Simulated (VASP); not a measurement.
Input of a VASP 6.6.1 run:

INCAR

```
ALGO     = Normal         # electronic algorithm
EDIFF    = 1E-6           # SCF threshold, eV
EDIFFG   = -0.01          # ionic threshold
ENCUT    = 600            # plane-wave cutoff, eV
IBRION   = 2              # ionic algorithm
ISIF     = 3              # what is computed and relaxed
ISMEAR   = 0              # smearing method
KPAR     = 4            
LASPH    = T              # aspherical terms in the spheres
LATTICE_CONSTRAINTS= .TRUE. .TRUE. .FALSE.
LCHARG   = F              # write CHGCAR
LREAL    = F              # projectors in reciprocal space
LWAVE    = F              # write WAVECAR
NELM     = 80             # most SCF steps
NSW      = 90             # ionic steps
PREC     = Accurate       # precision mode
SIGMA    = 0.03           # smearing width, eV
```

Contents of KPOINTS:

```
k-points
0
Gamma
  9 9 1
```

POSCAR

```
SnSe2
1.0
    3.8110000000      0.0000000000      0.0000000000
   -1.9055000000      3.3004228100      0.0000000000
    0.0000000000      0.0000000000     39.4637280000
Se Sn
8 4
Direct
    0.6666666700      0.3333333300      0.2280575200
    0.3333333300      0.6666666700      0.3054888300
    0.6666666700      0.3333333300      0.3835420700
    0.3333333300      0.6666666700      0.4609733800
    0.6666666700      0.3333333300      0.5390266200
    0.3333333300      0.6666666700      0.6164579300
    0.6666666700      0.3333333300      0.6945111700
    0.3333333300      0.6666666700      0.7719424800
    0.0000000000      0.0000000000      0.2667731700
    0.0000000000      0.0000000000      0.4222577200
    0.0000000000      0.0000000000      0.5777422800
    0.0000000000      0.0000000000      0.7332268300
```

Potentials or basis: VASP PAW LDA potentials, release 64 (Se, Sn_d).

The run is started by

```bash
$ cat potpaw_LDA.64/Se/POTCAR potpaw_LDA.64/Sn_d/POTCAR > POTCAR
$ mpirun -np 4 vasp_std > vasp.out
```

(1) Estimate the band gap on the k mesh.

(2) Estimate the space group after relaxing (to 0.1 Å).

Answers

(1) 0.43 eV (least direct gap 0.78 eV).

(2) P-3m1 (No. 164).

Caveat: spin-orbit coupling is left out, which moves the levels of the heavy elements.
